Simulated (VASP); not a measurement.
# MoS2 (P6_3/mmc) in VASP: notebook

Runs on MoS2. Level: PBE. Tasks: single point.

Program: VASP 6.6.1. These are calculated values, not measurements. Logs are shortened: lines on timing, memory, paths and dates and some standing lists are left out, and cuts for length are marked.

### 1 The cell of the first run

The structure is hexagonal, space group P6_3/mmc (No. 194). Conventional cell: a = 3.140 Å, b = 3.140 Å, c = 12.405 Å, α = 90.00°, β = 90.00°, γ = 120.00°. Mo (site symmetry -6m2) has 6 S at 2.40 Å and 6 Mo at 3.14 Å within 3.2 Å. Within 3.2 Å of S (site symmetry 3m) lie 3 Mo at 2.40 Å and 7 S at 3.14 Å.

### 2 Single point, PBE, collinear spin (z stretched by -1 %, then relaxed in part)

Contents of INCAR:

```
SYSTEM = MoS2
PREC = Accurate ; ENCUT = 500
EDIFF = 1E-6 ; ISMEAR = -1
SIGMA = 0.02 ; LREAL = .FALSE.
LASPH = .TRUE. ; NELM = 200
ALGO = Normal ; ISIF = 2
LWAVE = .FALSE. ; LCHARG = .TRUE.
ISPIN = 2 ; MAGMOM = 2 2 0 0 0 0
LORBIT = 11 ; LMAXMIX = 4
GGA = PE ; LELF = .TRUE.
LVHAR = .TRUE. ; NBANDS = 39
GGA_COMPAT = .FALSE.
```

Contents of KPOINTS:

```
Automatic mesh
0
G
  16 16 4
  0 0 0
```

Contents of POSCAR:

```
MoS2
1.0
    3.1400000000      0.0000000000      0.0000000000
   -1.5700000000      2.7193197679      0.0000000000
    0.0000000000      0.0000000000     12.4047000000
Mo S
2 4
Direct
    0.3333333333      0.6666666667      0.2500000000
    0.6666666667      0.3333333333      0.7500000000
    0.3333333333      0.6666666667      0.6232752746
    0.6666666667      0.3333333333      0.1232752746
    0.3333333333      0.6666666667      0.8767247254
    0.6666666667      0.3333333333      0.3767247254
```

Potentials or basis: VASP PAW PBE potentials, release 64 (Mo_sv, S).

Launch:

```console
cat potpaw_PBE.64/Mo_sv/POTCAR potpaw_PBE.64/S/POTCAR > POTCAR
mpirun -np 1 vasp_std > vasp.out
```

OUTCAR:

```text
SYSTEM = MoS2
   PREC = Accurate
   ENCUT = 500
   EDIFF = 1E-6
   ISMEAR = -1
   LREAL = .FALSE.
   LASPH = .TRUE.
   NELM = 200
   ISIF = 2
   ISPIN = 2
   LORBIT = 11
   GGA = PE

 ion  position               nearest neighbor table
   1  0.333  0.667  0.250-   4 2.40   6 2.40   4 2.40   6 2.40   4 2.40   6 2.40
   2  0.667  0.333  0.750-   3 2.40   5 2.40   3 2.40   5 2.40   3 2.40   5 2.40
   3  0.333  0.667  0.623-   2 2.40   2 2.40   2 2.40
   4  0.667  0.333  0.123-   1 2.40   1 2.40   1 2.40
   5  0.333  0.667  0.877-   2 2.40   2 2.40   2 2.40
   6  0.667  0.333  0.377-   1 2.40   1 2.40   1 2.40

  LATTYP: Found a hexagonal cell.
 ALAT       =     3.1400000000
 C/A-ratio  =     3.9505414013

  Lattice vectors:

 A1 = (   3.1400000000,   0.0000000000,   0.0000000000)
 A2 = (  -1.5700000000,   2.7193197679,   0.0000000000)
 A3 = (   0.0000000000,   0.0000000000,  12.4047000000)

Analysis of symmetry for initial positions (statically):
=====================================================================
 Subroutine PRICEL returns:
 Original cell was already a primitive cell.

 Routine SETGRP: Setting up the symmetry group for a
 hexagonal supercell.

 Subroutine GETGRP returns: Found 24 space group operations
 (whereof 12 operations were pure point group operations)
 out of a pool of 24 trial point group operations.

The static configuration has the point symmetry D_3d.
 The point group associated with its full space group is D_6h.

Analysis of symmetry for dynamics (positions and initial velocities):
=====================================================================
 Subroutine PRICEL returns:
 Original cell was already a primitive cell.

 Routine SETGRP: Setting up the symmetry group for a
 hexagonal supercell.

 Subroutine GETGRP returns: Found 24 space group operations
 (whereof 12 operations were pure point group operations)
 out of a pool of 24 trial point group operations.

The dynamic configuration has the point symmetry D_3d.
 The point group associated with its full space group is D_6h.

Analysis of structural, dynamic, and magnetic symmetry:
=====================================================================
 Subroutine PRICEL returns:
 Original cell was already a primitive cell.

 Routine SETGRP: Setting up the symmetry group for a
 hexagonal supercell.

 Subroutine GETGRP returns: Found 24 space group operations
 (whereof 12 operations were pure point group operations)
 out of a pool of 24 trial point group operations.

The overall configuration has the point symmetry D_3d.
 The point group associated with its full space group is D_6h.

 Subroutine INISYM returns: Found 24 space group operations
 (whereof 12 operations are pure point group operations),
 and found     1 'primitive' translations

----------------------------------------------------------------------------------------

                                     Primitive cell

  volume of cell :     105.9196

  direct lattice vectors                    reciprocal lattice vectors
     3.140000000  0.000000000  0.000000000     0.318471338  0.183869512  0.000000000
    -1.570000000  2.719319768  0.000000000     0.000000000  0.367739025  0.000000000
     0.000000000  0.000000000 12.404700000     0.000000000  0.000000000  0.080614606

  length of vectors
     3.140000000  3.140000000 12.404700000     0.367739025  0.367739025  0.080614606

  position of ions in fractional coordinates (direct lattice)
     0.333333333  0.666666667  0.250000000
     0.666666667  0.333333333  0.750000000
     0.333333333  0.666666667  0.623275275
     0.666666667  0.333333333  0.123275275
     0.333333333  0.666666667  0.876724725
     0.666666667  0.333333333  0.376724725

  ion indices of the primitive-cell ions
   primitive index   ion index
                 1           1
                 2           2
                 3           3
                 4           4
                 5           5
                 6           6

----------------------------------------------------------------------------------------

 KPOINTS: Automatic mesh

Automatic generation of k-mesh.
 Grid dimensions read from file:
 generate k-points for:   16   16    4

 Generating k-lattice:

  Cartesian coordinates                     Fractional coordinates (reciprocal lattice)
     0.019904459  0.011491845  0.000000000     0.062500000  0.000000000  0.000000000
     0.000000000  0.022983689  0.000000000     0.000000000  0.062500000  0.000000000
     0.000000000  0.000000000  0.020153651     0.000000000  0.000000000  0.250000000

  Length of vectors
     0.022983689  0.022983689  0.020153651

  Shift w.r.t. Gamma in fractional coordinates (k-lattice)
     0.000000000  0.000000000  0.000000000

 Subroutine IBZKPT returns following result:
 ===========================================

 Found     90 irreducible k-points:

 Following reciprocal coordinates:
            Coordinates               Weight
[... 79 lines left out ...]
 cond. band min:       8.4954703965   @ k =   0.1875   0.1875   0.0000
 fundamental gap:      0.9489118640
 Fermi energy:         8.0238814432

 spin component 1

 k-point     1 :       0.0000    0.0000    0.0000
  band No.  band energies     occupation
      1     -53.8493      1.00000
      2     -53.8493      1.00000
      3     -28.0189      1.00000
      4     -28.0188      1.00000
      5     -27.7636      1.00000
      6     -27.7636      1.00000
[... 30 lines left out ...]
     37      15.9014      0.00000
     38      16.1844      0.00000

 k-point     2 :       0.0625    0.0000    0.0000
  band No.  band energies     occupation
      1     -53.8476      1.00000
      2     -53.8476      1.00000
      3     -28.0156      1.00000
      4     -28.0155      1.00000
      5     -27.7803      1.00000
      6     -27.7803      1.00000
[... 30 lines left out ...]
     37      16.1667      0.00000
     38      16.1931      0.00000
[... 859 lines left out ...]
     37      16.0688      0.00000
     38      16.2418      0.00000

 k-point    24 :       0.2500    0.1875    0.0000
  band No.  band energies     occupation
      1     -53.8097      1.00000
      2     -53.8097      1.00000
      3     -28.0925      1.00000
      4     -28.0925      1.00000
      5     -27.9424      1.00000
      6     -27.9424      1.00000
[... 30 lines left out ...]
     37      15.6165      0.00000
     38      16.0547      0.00000

 [... further k-points ...]

 spin component 2

 k-point     1 :       0.0000    0.0000    0.0000
  band No.  band energies     occupation
      1     -53.8494      1.00000
      2     -53.8494      1.00000
      3     -28.0189      1.00000
      4     -28.0188      1.00000
      5     -27.7637      1.00000
      6     -27.7637      1.00000
[... 30 lines left out ...]
     37      15.9015      0.00000
     38      16.1845      0.00000

 k-point     2 :       0.0625    0.0000    0.0000
  band No.  band energies     occupation
      1     -53.8477      1.00000
      2     -53.8477      1.00000
      3     -28.0156      1.00000
      4     -28.0155      1.00000
      5     -27.7803      1.00000
      6     -27.7803      1.00000
[... 30 lines left out ...]
     37      16.1668      0.00000
     38      16.1932      0.00000
[... 859 lines left out ...]
     37      16.0689      0.00000
     38      16.2419      0.00000

 k-point    24 :       0.2500    0.1875    0.0000
  band No.  band energies     occupation
      1     -53.8098      1.00000
      2     -53.8097      1.00000
      3     -28.0925      1.00000
      4     -28.0925      1.00000
      5     -27.9424      1.00000
      6     -27.9424      1.00000
[... 30 lines left out ...]
     37      15.6166      0.00000
     38      16.0548      0.00000

 [... further k-points ...]

 [bands above 38 left out]

------------------------ aborting loop because EDIFF is reached ----------------------------------------

  FORCE on cell =-STRESS in cart. coord.  units (eV):
  Direction    XX          YY          ZZ          XY          YZ          ZX
  --------------------------------------------------------------------------------------
  -------------------------------------------------------------------------------------
  Total        2.9832347      2.9832347      1.7002041      0.0000000     -0.0000000      0.0000000
  in kB       45.1254780     45.1254780     25.7178968      0.0000000     -0.0000000      0.0000000
  external PRESSURE =      38.6562843 kB  Pullay stress =       0.0000000 kB

 VOLUME and BASIS-vectors are now :
 -----------------------------------------------------------------------------
  energy-cutoff  :      500.00
  volume of cell :      105.92
      direct lattice vectors                 reciprocal lattice vectors
     3.140000000  0.000000000  0.000000000     0.318471338  0.183869512  0.000000000
    -1.570000000  2.719319768  0.000000000     0.000000000  0.367739025  0.000000000
     0.000000000  0.000000000 12.404700000     0.000000000  0.000000000  0.080614606

 POSITION                                       TOTAL-FORCE (eV/Angst)
 -----------------------------------------------------------------------------------
     -0.00000      1.81288      3.10118         0.000000     -0.000000      0.000000
      1.57000      0.90644      9.30353        -0.000000      0.000000      0.000000
     -0.00000      1.81288      7.73154         0.000000      0.000000      0.012666
      1.57000      0.90644      1.52919         0.000000     -0.000000      0.012666
     -0.00000      1.81288     10.87551         0.000000      0.000000     -0.012666
      1.57000      0.90644      4.67316         0.000000     -0.000000     -0.012666
 -----------------------------------------------------------------------------------
    total drift:                               -0.000000      0.000000     -0.000000

  FREE ENERGIE OF THE ION-ELECTRON SYSTEM (eV)
  ---------------------------------------------------
  free  energy   TOTEN  =       -43.5859241914 eV

  energy  without entropy=      -43.5859241914  energy(sigma->0) =      -43.58592419

 total charge

# of ion       s       p       d       tot
------------------------------------------
    1        2.294   6.226   3.967  12.487
    2        2.294   6.226   3.967  12.487
    3        1.365   2.343   0.000   3.709
    4        1.365   2.343   0.000   3.709
    5        1.365   2.343   0.000   3.709
    6        1.365   2.343   0.000   3.709
--------------------------------------------------
tot         10.050  21.826   7.933  39.808

 magnetization (x)

# of ion       s       p       d       tot
------------------------------------------
    1        0.000  -0.000  -0.000  -0.000
    2        0.000  -0.000  -0.000  -0.000
    3       -0.000   0.000   0.000   0.000
    4       -0.000   0.000   0.000   0.000
    5       -0.000   0.000   0.000   0.000
    6       -0.000   0.000   0.000   0.000
--------------------------------------------------
tot         -0.000   0.000  -0.000  -0.000
```

Run time: 4.9 min. Hardware: 1 thread of Intel Xeon 6975P-C (Granite Rapids), shared host; peak memory 0.58 GiB.

Results:

```
Free energy                                           : -43.5859 eV
Pressure                                              : 3.9 GPa
Largest force                                         : 0.013 eV/Å
Band gap on the k mesh                                : 0.95 eV (least direct gap 1.84 eV)
Net moment                                            : 0.00 μB per cell
Valence electrons inside the program's atomic spheres : Mo 12.49; S 3.71
```

Forces in eV/Å, atoms in the order of the input:
```
Mo   0.000  0.000  0.000
Mo   0.000  0.000  0.000
S    0.000  0.000  0.013
S    0.000  0.000  0.013
S    0.000  0.000 -0.013
S    0.000  0.000 -0.013
```

Caveat: the cell differs from its parent crystal (z stretched by -1 %, then relaxed in part); the cell stands under pressure; this functional lacks dispersion, which binds layers or chains, so the pressure and a relaxed spacing across them are unreliable. A k mesh can miss the band edges.

### 3 Single point, PBE, collinear spin (z stretched by +2 %, then relaxed in part)

Contents of INCAR:

```
SYSTEM = MoS2
ALGO = Normal ; EDIFF = 1E-6
ENCUT = 500 ; GGA = PE
GGA_COMPAT = .False. ; ISIF = 2
ISMEAR = -1 ; ISPIN = 2
LASPH = .True. ; LCHARG = .False.
LMAXMIX = 4 ; LORBIT = 11
LREAL = .False. ; LWAVE = .False.
MAGMOM = 2 2 0 0 0 0 ; NBANDS = 39
NELM = 200 ; PREC = Accurate
SIGMA = 0.02
```

Contents of KPOINTS:

```
k-points
0
Gamma
  16 16 4
  0 0 0
```

Contents of POSCAR:

```
MoS2
1.0
    3.1400000000      0.0000000000      0.0000000000
   -1.5700000000      2.7193197679      0.0000000000
    0.0000000000      0.0000000000     12.7806000000
Mo S
2 4
Direct
    0.3333333333      0.6666666667      0.2500000000
    0.6666666667      0.3333333333      0.7500000000
    0.3333333333      0.6666666667      0.6268101072
    0.6666666667      0.3333333333      0.1268101072
    0.3333333333      0.6666666667      0.8731898928
    0.6666666667      0.3333333333      0.3731898928
```

Potentials or basis: VASP PAW PBE potentials, release 64 (Mo_sv, S).

Launch:

```console
cat potpaw_PBE.64/Mo_sv/POTCAR potpaw_PBE.64/S/POTCAR > POTCAR
mpirun -np 1 vasp_std > vasp.out
```

It took 14 min on 1 thread of Oxide Virtual Turin-like, shared host; peak memory 0.57 GiB.

Results (log left out):

```yaml
Free_energy: -43.6282 eV
Pressure: 3.2 GPa
Largest_force: 0.010 eV/Å
Band_gap_on_the_k_mesh: 1.12 eV (least direct gap 1.86 eV)
Net_moment: 0.00 μB per cell
Valence_electrons_inside_the_program's_atomic_spheres: Mo 12.48; S 3.71
```

Forces on the atoms (eV/Å):
```
Mo   0.000  0.000  0.000
Mo   0.000  0.000  0.000
S    0.000  0.000  0.010
S    0.000  0.000  0.010
S    0.000  0.000 -0.010
S    0.000  0.000 -0.010
```

Stress tensor (GPa, compression positive):
```
4.13 0.00 0.00
0.00 4.13 0.00
0.00 0.00 1.40
```

Levels at points of the mesh, in eV from the valence-band top:
Spin up:
```csv
k point,band 23,band 24,band 25,band 26,band 27,band 28,band 29,band 30
"(0.00, 0.00, 0.00)",-1.85,-1.35,-1.02,0.00,2.40,2.40,2.42,2.42
"(0.50, 0.00, 0.00)",-1.39,-1.26,-1.17,-1.11,1.94,1.97,2.31,2.55
"(0.00, 0.00, 0.50)",-1.86,-1.86,-0.28,-0.28,2.41,2.41,2.41,2.41
"(0.50, 0.00, 0.50)",-1.33,-1.33,-1.13,-1.13,1.95,1.95,2.44,2.44
```
Spin down:
| k point | band 22 | band 23 | band 24 | band 25 | band 26 | band 27 | band 28 | band 29 | band 30 | band 31 |
| --- | --- | --- | --- | --- | --- | --- | --- | --- | --- | --- |
| (0.00, 0.00, 0.00) | -1.85 | -1.85 | -1.35 | -1.02 | 0.00 | 2.40 | 2.40 | 2.42 | 2.42 | 2.57 |
| (0.50, 0.00, 0.00) | -2.39 | -1.39 | -1.26 | -1.17 | -1.11 | 1.94 | 1.97 | 2.31 | 2.55 | 3.15 |
| (0.00, 0.00, 0.50) | -1.86 | -1.86 | -1.86 | -0.28 | -0.28 | 2.41 | 2.41 | 2.41 | 2.41 | 2.63 |
| (0.50, 0.00, 0.50) | -2.49 | -1.33 | -1.33 | -1.13 | -1.13 | 1.95 | 1.95 | 2.44 | 2.44 | 3.46 |

Caveat: the cell differs from its parent crystal (z stretched by +2 %, then relaxed in part); the cell stands under pressure; this functional lacks dispersion, which binds layers or chains, so the pressure and a relaxed spacing across them are unreliable.

### 4 Single point, PBE, collinear spin (z stretched by -2 %, then relaxed in part)

Contents of INCAR:

```
SYSTEM = MoS2
PREC = Accurate
ENCUT = 500
EDIFF = 1E-6
ISMEAR = -1
SIGMA = 0.02
LREAL = .FALSE.
LASPH = .TRUE.
NELM = 200
ALGO = Normal
ISIF = 2
LWAVE = .FALSE.
LCHARG = .FALSE.
ISPIN = 2
MAGMOM = 2 2 0 0 0 0
LORBIT = 11
LMAXMIX = 4
GGA = PE
NBANDS = 39
GGA_COMPAT = .FALSE.
```

Contents of KPOINTS:

```
regular mesh
0
G
  16 16 4
  0 0 0
```

Contents of POSCAR:

```
MoS2
1.0
    3.1400000000      0.0000000000      0.0000000000
   -1.5700000000      2.7193197679      0.0000000000
    0.0000000000      0.0000000000     12.2794000000
Mo S
2 4
Direct
    0.3333333333      0.6666666667      0.2500000000
    0.6666666667      0.3333333333      0.7500000000
    0.3333333333      0.6666666667      0.6220855866
    0.6666666667      0.3333333333      0.1220855866
    0.3333333333      0.6666666667      0.8779144134
    0.6666666667      0.3333333333      0.3779144134
```

Launch:

```console
cat potpaw_PBE.64/Mo_sv/POTCAR potpaw_PBE.64/S/POTCAR > POTCAR
mpirun -np 1 vasp_std > vasp.out
```

Wall time 9.9 min (1 thread of Oxide Virtual Turin-like, shared host); peak memory 0.55 GiB.

It converged, with:

| Quantity | Value |
| --- | --- |
| Free energy | -43.5657 eV |
| Pressure | 4.2 GPa |
| Largest force | 0.011 eV/Å |
| Band gap on the k mesh | 0.89 eV (least direct gap 1.83 eV) |
| Net moment | 0.00 μB per cell |
| Valence electrons inside the program's atomic spheres | Mo 12.49; S 3.71 |

Forces in eV/Å, atoms in the order of the input:
```
Mo   0.000  0.000  0.000
Mo   0.000  0.000  0.000
S    0.000  0.000  0.011
S    0.000  0.000  0.011
S    0.000  0.000 -0.011
S    0.000  0.000 -0.011
```

Stress tensor (GPa, compression positive):
```
4.68 0.00 0.00
0.00 4.68 0.00
0.00 0.00 3.14
```

Levels at points of the mesh, in eV from the valence-band top:
Spin up:
| k point | band 23 | band 24 | band 25 | band 26 | band 27 | band 28 | band 29 | band 30 |
| --- | --- | --- | --- | --- | --- | --- | --- | --- |
| (0.00, 0.00, 0.00) | -2.03 | -1.22 | -1.19 | 0.00 | 2.22 | 2.22 | 2.25 | 2.25 |
| (0.50, 0.00, 0.00) | -1.63 | -1.41 | -1.38 | -1.26 | 1.76 | 1.80 | 2.12 | 2.42 |
| (0.00, 0.00, 0.50) | -2.05 | -2.05 | -0.28 | -0.28 | 2.22 | 2.22 | 2.22 | 2.22 |
| (0.50, 0.00, 0.50) | -1.52 | -1.52 | -1.31 | -1.31 | 1.78 | 1.78 | 2.28 | 2.28 |
Spin down:
```tsv
k point	band 23	band 24	band 25	band 26	band 27	band 28	band 29	band 30
(0.00, 0.00, 0.00)	-2.03	-1.22	-1.19	0.00	2.22	2.22	2.25	2.25
(0.50, 0.00, 0.00)	-1.63	-1.41	-1.38	-1.26	1.76	1.80	2.12	2.42
(0.00, 0.00, 0.50)	-2.05	-2.05	-0.28	-0.28	2.22	2.22	2.22	2.22
(0.50, 0.00, 0.50)	-1.52	-1.52	-1.31	-1.31	1.78	1.78	2.28	2.28
```

Caveat: the cell differs from its parent crystal (z stretched by -2 %, then relaxed in part); the cell stands under pressure; this functional lacks dispersion, which binds layers or chains, so the pressure and a relaxed spacing across them are unreliable.

### 5 The runs side by side

```csv
cell,gap on the mesh (eV),pressure (GPa),moment (μB),largest force (eV/Å)
"a = 3.140, b = 3.140, c = 12.405 Å, angles 90.0, 90.0, 120.0°, 6 atoms, z stretched by -1 %, then relaxed in part",0.95,3.9,0.00,0.01
"a = 3.140, b = 3.140, c = 12.781 Å, angles 90.0, 90.0, 120.0°, 6 atoms, z stretched by +2 %, then relaxed in part",1.12,3.2,0.00,0.01
"a = 3.140, b = 3.140, c = 12.279 Å, angles 90.0, 90.0, 120.0°, 6 atoms, z stretched by -2 %, then relaxed in part",0.89,4.2,0.00,0.01
```

Alike in all rows: task single point; level PBE; potentials or basis VASP PAW PBE potentials, release 64 (Mo_sv, S); spin collinear; k mesh 16 × 16 × 4; cutoff (eV) 500; smearing fermi-dirac 0.02 eV.

Caveats: the cell stands under pressure; this functional lacks dispersion, which binds layers or chains, so the pressure and a relaxed spacing across them are unreliable.

Absolute energies hang on the potentials; compare differences alone.
